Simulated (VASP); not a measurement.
# Be (P6_3/mmc) in VASP: relaxation of cell and atoms with r2SCAN

Aim: the relaxation of cell and atoms of Be with r2SCAN.

All numbers are computed with VASP 6.6.1; they aren't measurements. Logs are shortened: lines on timing, memory, paths and dates and some standing lists are left out, and cuts for length are marked.

### 1 The cell of the first run

Symmetry: P6_3/mmc, No. 194, hexagonal system. Conventional cell: a = 2.263 Å, b = 2.263 Å, c = 3.565 Å, α = 90.00°, β = 90.00°, γ = 120.00°. Be (site symmetry -6m2) has 12 Be at 2.21 to 2.26 Å within 2.9 Å.

### 2 Relaxation of cell and atoms, r2SCAN

Input file POSCAR:

```
Be
1.0
    2.2629601988      0.0000000000      0.0000000000
   -1.1314800994      1.9597810199      0.0000000000
    0.0000000000      0.0000000000      3.5648993680
Be
2
Direct
    0.3333333333      0.6666666667      0.2500000000
    0.6666666667      0.3333333333      0.7500000000
```

Input file INCAR.step1:

```
ALGO = Normal
EDIFF = 1E-4
ENCUT = 600
GGA = PE
ISMEAR = 0
LASPH = T
LCHARG = F
LREAL = F
LWAVE = T
NELM = 60
PREC = Accurate
SIGMA = 0.1
```

Input file INCAR.step2:

```
ALGO = Normal
EDIFF = 1E-6
EDIFFG = -0.01
ENCUT = 600
IBRION = 2
ISIF = 3
ISMEAR = 0
ISTART = 1
LASPH = T
LCHARG = F
LMIXTAU = T
LREAL = F
LWAVE = F
METAGGA = R2SCAN
NELM = 60
NSW = 80
PREC = Accurate
SIGMA = 0.1
```

Input file KPOINTS:

```
k-points
0
Gamma
  24 24 12
```

Potentials or basis: VASP PAW PBE potentials, release 64 (Be).

Launch:

```
$ cat potpaw_PBE.64/Be/POTCAR > POTCAR
$ cp INCAR.step1 INCAR
$ mpirun -np 1 vasp_std > vasp.out
$ cp INCAR.step2 INCAR
$ mpirun -np 1 vasp_std > vasp.out
```

OUTCAR:

```text
EDIFF = 1E-6
   EDIFFG = -0.01
   ENCUT = 600
   IBRION = 2
   ISIF = 3
   ISMEAR = 0
   ISTART = 1
   LASPH = T
   LREAL = F
   METAGGA = R2SCAN
   NELM = 60
   NSW = 80
   PREC = Accurate

 ion  position               nearest neighbor table
   1  0.333  0.667  0.250-   2 2.21   2 2.21   2 2.21   2 2.21   2 2.21   2 2.21
   2  0.667  0.333  0.750-   1 2.21   1 2.21   1 2.21   1 2.21   1 2.21   1 2.21

  LATTYP: Found a hexagonal cell.
 ALAT       =     2.2629601988
 C/A-ratio  =     1.5753257039

  Lattice vectors:

 A1 = (   2.2629601988,   0.0000000000,   0.0000000000)
 A2 = (  -1.1314800994,   1.9597810199,   0.0000000000)
 A3 = (   0.0000000000,   0.0000000000,   3.5648993680)

Analysis of symmetry for initial positions (statically):
=====================================================================
 Subroutine PRICEL returns:
 Original cell was already a primitive cell.

 Routine SETGRP: Setting up the symmetry group for a
 hexagonal supercell.

 Subroutine GETGRP returns: Found 24 space group operations
 (whereof 12 operations were pure point group operations)
 out of a pool of 24 trial point group operations.

The static configuration has the point symmetry D_3d.
 The point group associated with its full space group is D_6h.

Analysis of symmetry for dynamics (positions and initial velocities):
=====================================================================
 Subroutine PRICEL returns:
 Original cell was already a primitive cell.

 Routine SETGRP: Setting up the symmetry group for a
 hexagonal supercell.

 Subroutine GETGRP returns: Found 24 space group operations
 (whereof 12 operations were pure point group operations)
 out of a pool of 24 trial point group operations.

The dynamic configuration has the point symmetry D_3d.
 The point group associated with its full space group is D_6h.

 Subroutine INISYM returns: Found 24 space group operations
 (whereof 12 operations are pure point group operations),
 and found     1 'primitive' translations

----------------------------------------------------------------------------------------

                                     Primitive cell

  volume of cell :      15.8100

[... 146 lines left out ...]
  in kB        3.3165559      3.3165559      0.8180359      0.0000000      0.0000000      0.0000000
  external PRESSURE =       2.4837159 kB  Pullay stress =       0.0000000 kB

 VOLUME and BASIS-vectors are now :
 -----------------------------------------------------------------------------
  energy-cutoff  :      600.00
  volume of cell :       15.81
      direct lattice vectors                 reciprocal lattice vectors
     2.262960199  0.000000000  0.000000000     0.441899067  0.255130545  0.000000000
    -1.131480099  1.959781020  0.000000000     0.000000000  0.510261090  0.000000000
     0.000000000  0.000000000  3.564899368     0.000000000  0.000000000  0.280512827

 POSITION                                       TOTAL-FORCE (eV/Angst)
 -----------------------------------------------------------------------------------
     -0.00000      1.30652      0.89122         0.000000     -0.000000      0.000000
      1.13148      0.65326      2.67367        -0.000000      0.000000      0.000000
 -----------------------------------------------------------------------------------
    total drift:                                0.000000     -0.000000      0.000000

  FREE ENERGIE OF THE ION-ELECTRON SYSTEM (eV)
  ---------------------------------------------------
  free  energy   TOTEN  =        -8.6795902099 eV

  energy  without entropy=       -8.6785768363  energy(sigma->0) =       -8.67908352

--------------------------------------- Ionic step        2  -------------------------------------------

 number of electron       4.0000000 magnetization

 Free energy of the ion-electron system (eV)
  ---------------------------------------------------
  ext. energy  EPLUGINS =         0.00000000
  ---------------------------------------------------
  free energy    TOTEN  =        -8.67961974 eV

  energy without entropy =       -8.67861423  energy(sigma->0) =       -8.67911699

 E-fermi :   7.0675     XC(G=0): -11.2556

 val. band max:        7.0251351612   @ k =   0.2917   0.2917   0.0833
 cond. band min:       7.0716612588   @ k =   0.2917   0.2917   0.0000
 fundamental gap:      0.0465260976
 Fermi energy:         7.0675322395

 k-point     1 :       0.0000    0.0000    0.0000
  band No.  band energies     occupation
      1      -5.1159      2.00000
      2       2.3703      2.00000
      3       8.1733      0.00000
      4      24.4251      0.00000
      5      24.4251      0.00000
      6      27.4557      0.00000
[... 199 lines left out ...]
 k-point    24 :       0.4583    0.0417    0.0000
  band No.  band energies     occupation
      1       1.6000      2.00000
      2       3.9718      2.00000
      3      10.8869      0.00000
      4      14.1653      0.00000
      5      14.2535      0.00000
      6      16.1044      0.00000

 [... further k-points ...]

------------------------ aborting loop because EDIFF is reached ----------------------------------------

  FORCE on cell =-STRESS in cart. coord.  units (eV):
  Direction    XX          YY          ZZ          XY          YZ          ZX
  --------------------------------------------------------------------------------------
  -------------------------------------------------------------------------------------
  Total        0.0062410      0.0062410     -0.0001817      0.0000000      0.0000000      0.0000000
  in kB        0.6313385      0.6313385     -0.0183764      0.0000000      0.0000000      0.0000000
  external PRESSURE =       0.4147669 kB  Pullay stress =       0.0000000 kB

 VOLUME and BASIS-vectors are now :
 -----------------------------------------------------------------------------
  energy-cutoff  :      600.00
  volume of cell :       15.84
      direct lattice vectors                 reciprocal lattice vectors
     2.264746631  0.000000000  0.000000000     0.441550497  0.254929298  0.000000000
    -1.132373316  1.961328116  0.000000000     0.000000000  0.509858596  0.000000000
     0.000000000  0.000000000  3.565593500     0.000000000 -0.000000000  0.280458218

 POSITION                                       TOTAL-FORCE (eV/Angst)
 -----------------------------------------------------------------------------------
     -0.00000      1.30755      0.89140         0.000000     -0.000000      0.000000
      1.13237      0.65378      2.67420        -0.000000      0.000000     -0.000000
 -----------------------------------------------------------------------------------
    total drift:                                0.000000     -0.000000      0.000000

  FREE ENERGIE OF THE ION-ELECTRON SYSTEM (eV)
  ---------------------------------------------------
  free  energy   TOTEN  =        -8.6796197394 eV

  energy  without entropy=       -8.6786142314  energy(sigma->0) =       -8.67911699

 reached required accuracy - stopping structural energy minimisation
```

OSZICAR.step1:

```text
N       E                     dE             d eps       ncg     rms          rms(c)
DAV:   1    -0.191058156104E+01   -0.19106E+01   -0.19644E+03  5160   0.615E+02
DAV:   2    -0.755863862035E+01   -0.56481E+01   -0.53818E+01  7872   0.715E+01
DAV:   3    -0.759697829696E+01   -0.38340E-01   -0.38313E-01  6786   0.516E+00
DAV:   4    -0.759702669059E+01   -0.48394E-04   -0.48394E-04  7464   0.166E-01
DAV:   5    -0.759702676137E+01   -0.70775E-07   -0.70398E-07  6378   0.250E-03    0.121E+00
DAV:   6    -0.755088233859E+01    0.46144E-01   -0.61671E-03  5916   0.120E+00    0.744E-01
DAV:   7    -0.753248278365E+01    0.18400E-01   -0.67780E-03  5904   0.125E+00    0.277E-02
DAV:   8    -0.753246055937E+01    0.22224E-04   -0.13624E-05  6360   0.456E-02
   1 F= -.75324606E+01 E0= -.75319242E+01  d E =-.107272E-02
```

Wall time 2.2 min (1 thread of Intel Xeon Platinum 8488C (Sapphire Rapids), shared host); peak memory 0.16 GiB.

What came out:

```yaml
Free_energy: -8.6796 eV
Relaxed_volume: 7.92 Å³/atom
Relaxed_cell: a = 2.265 Å, b = 2.265 Å, c = 3.566 Å, α = 90.00°, β = 90.00°, γ = 120.00°
Space_group_after_relaxing_to_0.1_Å: P6_3/mmc (No. 194)
Energy_gained_by_relaxing: 0.0 meV/atom
Ionic_steps: 2
Pressure_after_relaxing: 0.0 GPa
Band_gap_on_the_k_mesh: zero (bands 2 and 3 overlap by 2.21 eV)
```

Final structure:
```
Be
1.0
     2.26475    0.00000    0.00000
    -1.13237    1.96133    0.00000
     0.00000    0.00000    3.56559
Be
2
Direct
  0.33333 0.66667 0.25000
  0.66667 0.33333 0.75000
```

Levels at points of the mesh, in eV from the Fermi level:
| k point | band 1 | band 2 | band 3 | band 4 | band 5 | band 6 |
| --- | --- | --- | --- | --- | --- | --- |
| (0.00, 0.00, 0.00) | -12.18 | -4.70 | 1.11 | 17.36 | 17.36 | 20.39 |
| (0.50, 0.00, 0.00) | -5.35 | -3.32 | 3.97 | 6.82 | 7.25 | 10.24 |
| (0.00, 0.00, 0.50) | -9.85 | -9.85 | 11.45 | 11.45 | 19.16 | 19.16 |
| (0.50, 0.00, 0.50) | -3.81 | -3.81 | 1.59 | 1.59 | 13.03 | 13.03 |

Caveat: the PAW data sets were made with another functional, which shifts forces and pressure a little.

The gap in the log of VASP goes by the Fermi energy; the results here count the filled bands.